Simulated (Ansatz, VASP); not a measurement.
## Si: VASP beside Ansatz

```xyz
2
Lattice="0.0000 2.7227 2.7227 2.7227 0.0000 2.7227 2.7227 2.7227 0.0000" Properties=species:S:1:pos:R:3 pbc="T T T"
Si    2.7227    2.7227    2.7227
Si    4.0841    4.0841    4.0841
```

Alike in both runs: task single point; functional r2SCAN; k mesh 10 × 10 × 10; occupations gaussian, width 0.01 eV; no spin polarisation.

|  | VASP | Ansatz |
| --- | --- | --- |
| version | VASP 6.6.1 | Ansatz 0.2.0 |
| potentials or method | VASP PAW PBE potentials, release 64 (Si), cutoff 520 eV | plane waves (500 eV) with PAW, scalar-relativistic |
| valence electrons in the cell | 8 | 8 |

Ansatz gave:

- pressure (GPa): -0.1

**Question.** What did VASP give for the same quantities?

**Answer.** Pressure (GPa): -0.3.

VASP's potentials were made for PBE, not for r2SCAN. The functional is the same, so the differences come from potentials, cutoffs and numerics.
